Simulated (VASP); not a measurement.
# I (Cmce) in VASP: a series of runs, part 2 of 2

VASP 6.6.1. The steps go on from the part before.

### Step 3. Single point, r2SCAN

POSCAR

```
I
1.0
    3.7627266423     -2.2790134717      0.0000000000
    3.7627266423      2.2790134717      0.0000000000
    0.0000000000      0.0000000000      9.8372282586
I
4
Direct
    0.8422364373      0.1577635627      0.1207503882
    0.1577635627      0.8422364373      0.8792496118
    0.3422364373      0.6577635627      0.3792496118
    0.6577635627      0.3422364373      0.6207503882
```

INCAR.step1

```
PREC = Accurate
ENCUT = 520
ISMEAR = 0
SIGMA = 0.05
LREAL = False
LASPH = True
NELM = 80
NBANDS = 22
GGA = PE
ALGO = Normal
EDIFF = 1E-4
LWAVE = True
LCHARG = False
```

INCAR.step2

```
PREC = Accurate
ENCUT = 520
EDIFF = 1E-7
ISMEAR = 0
SIGMA = 0.05
LREAL = False
LASPH = True
NELM = 80
ALGO = Normal
ISIF = 2
LWAVE = False
LCHARG = False
METAGGA = R2SCAN
LMIXTAU = True
NBANDS = 22
ISTART = 1
```

KPOINTS

```
Automatic mesh
0
Gamma
  6 6 4
```

Potentials or basis: VASP PAW PBE potentials, release 64 (I).

Launch:

```sh
$ cat potpaw_PBE.64/I/POTCAR > POTCAR
$ cp INCAR.step1 INCAR
$ mpirun -np 1 vasp_std > vasp.out
$ cp INCAR.step2 INCAR
$ mpirun -np 1 vasp_std > vasp.out
```

OUTCAR:

```text
PREC = Accurate
   ENCUT = 520
   EDIFF = 1E-7
   ISMEAR = 0
   LREAL = False
   LASPH = True
   NELM = 80
   ISIF = 2
   METAGGA = R2SCAN
   ISTART = 1

 ion  position               nearest neighbor table
   1  0.842  0.158  0.121-   2 2.78   3 3.41   3 3.41
   2  0.158  0.842  0.879-   1 2.78   4 3.41   4 3.41
   3  0.342  0.658  0.379-   4 2.78   1 3.41   1 3.41
   4  0.658  0.342  0.621-   3 2.78   2 3.41   2 3.41

  LATTYP: Found a base centered orthorhombic cell.
 ALAT       =     4.5580269434
 B/A-ratio  =     1.6510330847
 C/A-ratio  =     2.1582207347

  Lattice vectors:

 A1 = (  -3.7627266423,  -2.2790134717,   0.0000000000)
 A2 = (   3.7627266423,  -2.2790134717,   0.0000000000)
 A3 = (   0.0000000000,   0.0000000000,   9.8372282586)

Analysis of symmetry for initial positions (statically):
=====================================================================
 Subroutine PRICEL returns:
 Original cell was already a primitive cell.

 Routine SETGRP: Setting up the symmetry group for a
 base centered orthorhombic supercell.

 Subroutine GETGRP returns: Found  8 space group operations
 (whereof  4 operations were pure point group operations)
 out of a pool of  8 trial point group operations.

The static configuration has the point symmetry C_2h.
 The point group associated with its full space group is D_2h.

Analysis of symmetry for dynamics (positions and initial velocities):
=====================================================================
 Subroutine PRICEL returns:
 Original cell was already a primitive cell.

 Routine SETGRP: Setting up the symmetry group for a
 base centered orthorhombic supercell.

 Subroutine GETGRP returns: Found  8 space group operations
 (whereof  4 operations were pure point group operations)
 out of a pool of  8 trial point group operations.

The dynamic configuration has the point symmetry C_2h.
[... 122 lines left out ...]
   IMIX   =      4    mixing-type and parameters
     AMIX     =   0.40;   BMIX     =  1.00
     AMIX_MAG =   1.60;   BMIX_MAG =  1.00
  volume/ion in A,a.u.               =      42.18       284.64
  Fermi-wavevector in a.u.,A,eV,Ry     =   0.899657  1.700104 11.012309  0.809382
  Thomas-Fermi vector in A             =   2.022517
   LORBIT       =      0    0 simple, 1 ext, 2 COOP (PROOUT), +10 PAW based schemes
   METAGGA = R2SCAN    functional components
   LHFCALC =     F    Hartree Fock is set to
   AEXX    =    0.0000 exact exchange contribution
   IVDW    =     0    specifies the selected vdW correction
   LEPSILON=     F    determine dielectric tensor
   LRPA    =     F    only Hartree local field effects (RPA)
 non-spin polarized calculation
 Gauss-broadening in eV      SIGMA  =   0.05
  energy-cutoff  :      520.00
  volume of cell :      168.71
 maximum number of plane-waves:      4562
 NGX is ok and might be reduce to    36
   NGX = 17   NGY = 17   NGZ = 37

 number of electron      28.0000000 magnetization

 Free energy of the ion-electron system (eV)
  ---------------------------------------------------
  ext. energy  EPLUGINS =         0.00000000
  ---------------------------------------------------
  free energy    TOTEN  =       -98.21602572 eV

  energy without entropy =      -98.21602572  energy(sigma->0) =      -98.21602572

 E-fermi :   2.6646     XC(G=0):  -8.4564

 val. band max:        2.4037154526   @ k =   0.0000   0.0000   0.0000
 cond. band min:       3.5533330305   @ k =   0.5000   0.5000   0.0000
 fundamental gap:      1.1496175779
 Fermi energy:         2.6646013189

 k-point     1 :       0.0000    0.0000    0.0000
  band No.  band energies     occupation
      1     -11.5945      2.00000
      2     -10.9051      2.00000
      3      -9.8249      2.00000
      4      -8.5258      2.00000
      5      -2.3543      2.00000
      6      -0.7031      2.00000
[... 589 lines left out ...]
     21      10.6444      0.00000
     22      11.0556      0.00000

 [... further k-points ...]

------------------------ aborting loop because EDIFF is reached ----------------------------------------

  FORCE on cell =-STRESS in cart. coord.  units (eV):
  Direction    XX          YY          ZZ          XY          YZ          ZX
  --------------------------------------------------------------------------------------
  -------------------------------------------------------------------------------------
  Total        0.4297219      0.4099668      0.2748645      0.0000000     -0.0000000      0.0000000
  in kB        4.0808046      3.8932024      2.6102192      0.0000000     -0.0000000      0.0000000
  external PRESSURE =       3.5280754 kB  Pullay stress =       0.0000000 kB

 VOLUME and BASIS-vectors are now :
 -----------------------------------------------------------------------------
  energy-cutoff  :      520.00
  volume of cell :      168.71
      direct lattice vectors                 reciprocal lattice vectors
     3.762726642 -2.279013472  0.000000000     0.132882361 -0.219393174  0.000000000
     3.762726642  2.279013472  0.000000000     0.132882361  0.219393174  0.000000000
     0.000000000  0.000000000  9.837228259     0.000000000  0.000000000  0.101654650

 POSITION                                       TOTAL-FORCE (eV/Angst)
 -----------------------------------------------------------------------------------
      3.76273     -1.55992      1.18785         0.000000     -0.007416     -0.031318
      3.76273      1.55992      8.64938         0.000000      0.007416      0.031318
      3.76273      0.71909      3.73076         0.000000     -0.007416      0.031318
      3.76273     -0.71909      6.10646         0.000000      0.007416     -0.031318
 -----------------------------------------------------------------------------------
    total drift:                               -0.000000      0.000000      0.000000

  FREE ENERGIE OF THE ION-ELECTRON SYSTEM (eV)
  ---------------------------------------------------
  free  energy   TOTEN  =       -98.2160257189 eV

  energy  without entropy=      -98.2160257189  energy(sigma->0) =      -98.21602572
```

Wall time 7.2 min (1 thread of Intel Xeon Platinum 8375C at 2.90GHz (Ice Lake), shared host); peak memory 0.4 GiB.

Results:

| Property | Result |
| --- | --- |
| Free energy | -98.2160 eV |
| Pressure | 0.4 GPa |
| Largest force | 0.032 eV/Å |
| Band gap on the k mesh | 1.15 eV (least direct gap 1.27 eV) |

Forces in eV/Å, atoms in the order of the input:
```
I    0.000 -0.007 -0.031
I    0.000  0.007  0.031
I    0.000 -0.007  0.031
I    0.000  0.007 -0.031
```

Stress tensor (GPa, compression positive):
```
0.41 0.00 0.00
0.00 0.39 0.00
0.00 0.00 0.26
```

Levels at points of the mesh, in eV from the valence-band top:
| k point | band 11 | band 12 | band 13 | band 14 | band 15 | band 16 | band 17 | band 18 |
| --- | --- | --- | --- | --- | --- | --- | --- | --- |
| (0.00, 0.00, 0.00) | -1.13 | -0.63 | -0.37 | 0.00 | 1.27 | 2.21 | 5.54 | 5.73 |
| (0.50, 0.00, 0.00) | -1.57 | -1.57 | -0.71 | -0.71 | 2.31 | 2.31 | 5.76 | 5.76 |
| (0.50, 0.50, 0.00) | -1.78 | -1.48 | -0.83 | -0.45 | 1.15 | 1.93 | 5.37 | 6.35 |
| (0.00, 0.00, 0.50) | -0.93 | -0.93 | -0.15 | -0.15 | 1.58 | 1.58 | 6.09 | 6.09 |
| (0.50, 0.00, 0.50) | -0.92 | -0.92 | -0.06 | -0.06 | 1.53 | 1.53 | 6.16 | 6.16 |
| (0.50, 0.50, 0.50) | -1.21 | -1.21 | -1.16 | -1.16 | 1.40 | 1.40 | 6.34 | 6.34 |

Caveat: the PAW data sets were made with another functional, which shifts forces and pressure a little; spin-orbit coupling is left out, which moves the levels of the heavy elements. A k mesh can miss the band edges.
